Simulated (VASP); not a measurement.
Input of a VASP 6.6.1 run:

Contents of INCAR:

```
PREC = Accurate
ENCUT = 520
EDIFF = 1E-6
ISMEAR = -1
SIGMA = 0.05
LREAL = False
LASPH = True
NELM = 80
ALGO = Normal
ISIF = 2
LWAVE = False
LCHARG = False
GGA = PS
NBANDS = 36
```

Contents of KPOINTS:

```
regular mesh
0
Gamma
  12 12 3
```

The input POSCAR:

```
C
1.0
    2.5221000000      0.0000000000      0.0000000000
   -1.2610500000      2.1842026709      0.0000000000
    0.0000000000      0.0000000000     12.3557000000
C
12
Direct
    0.6666666667      0.3333333333      0.3541700000
    0.3333333333      0.6666666667      0.8541700000
    0.6666666667      0.3333333333      0.1458300000
    0.3333333333      0.6666666667      0.6458300000
    0.6666666667      0.3333333333      0.4791700000
    0.3333333333      0.6666666667      0.9791700000
    0.6666666667      0.3333333333      0.0208300000
    0.3333333333      0.6666666667      0.5208300000
    0.0000000000      0.0000000000      0.8125000000
    0.0000000000      0.0000000000      0.3125000000
    0.0000000000      0.0000000000      0.6875000000
    0.0000000000      0.0000000000      0.1875000000
```

Potentials or basis: VASP PAW PBE potentials, release 64 (C).

Launch:

```console
$ cat potpaw_PBE.64/C/POTCAR > POTCAR
$ mpirun -np 1 vasp_std > vasp.out
```

Task: What does it give for the band gap on the k mesh?

Result: 4.26 eV, indirect (least direct gap 5.24 eV).

Task: Estimate the largest force.

Result: 0.340 eV/Å.

Forces in eV/Å, atoms in the order of the input:
```
C    0.000  0.000  0.311
C    0.000  0.000  0.311
C    0.000  0.000 -0.311
C    0.000  0.000 -0.311
C    0.000  0.000 -0.027
C    0.000  0.000 -0.027
C    0.000  0.000  0.027
C    0.000  0.000  0.027
C    0.000  0.000  0.340
C    0.000  0.000  0.340
C    0.000  0.000 -0.340
C    0.000  0.000 -0.340
```

Caveat: the PAW data sets were made with another functional, which shifts forces and pressure a little. A k mesh can miss the band edges.
